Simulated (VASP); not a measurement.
The system is ScSi2O3.

```
Sc Si O
1.0
    -2.12049    2.12049    4.03755
     2.12049   -2.12049    4.03755
     2.12049    2.12049   -4.03755
Sc Si O
1 2 3
Direct
  0.00000 0.00000 0.00000
  0.75000 0.25000 0.50000
  0.25000 0.75000 0.50000
  0.50000 0.00000 0.50000
  0.00000 0.50000 0.50000
  0.50000 0.50000 0.00000
```

The cell was built from a structure type or drawn by symmetry, and may not be a known phase.

| Quantity | Value |
| --- | --- |
| Program | VASP 6.6.1 |
| Task | relaxation of cell and atoms |
| Functional | PBE |
| Potentials or basis | VASP PAW PBE potentials, release 64 (Sc_sv, Si, O) |
| Cutoff | 600 eV |
| k mesh | 12 × 12 × 12 |
| Occupations | gaussian, width 0.1 eV |
| Spin | no spin polarisation |

At the start: pressure 0.5 GPa; volume 12.10 Å³/atom.

Problem. Where does the relaxation end?

Solution. Over 4 steps the energy falls by 2.3 meV/atom; space group I4/mmm (No. 139, to 0.1 Å) before and after.

The path:
```csv
step,energy change (eV),largest force (eV/Å),pressure (GPa),volume (Å³)
1,0.0000,0.0000,0.47,72.62
2,-0.0077,0.0000,-0.33,72.99
3,-0.0100,0.0000,-1.04,73.34
4,-0.0136,0.0000,0.02,72.60
```

Final structure:
```yaml
crystal:
  lattice:
    - [-2.14264, 2.14264, 3.95348]
    - [2.14264, -2.14264, 3.95348]
    - [2.14264, 2.14264, -3.95348]
  atoms:
    - { symbol: Sc, position: [0.00000, 0.00000, 0.00000] }
    - { symbol: Si, position: [0.75000, 0.25000, 0.50000] }
    - { symbol: Si, position: [0.25000, 0.75000, 0.50000] }
    - { symbol: O, position: [0.50000, 0.00000, 0.50000] }
    - { symbol: O, position: [0.00000, 0.50000, 0.50000] }
    - { symbol: O, position: [0.50000, 0.50000, 0.00000] }
```

Caveat: an odd number of electrons without spin polarisation forces a metal; a magnetic or distorted state may lie lower.
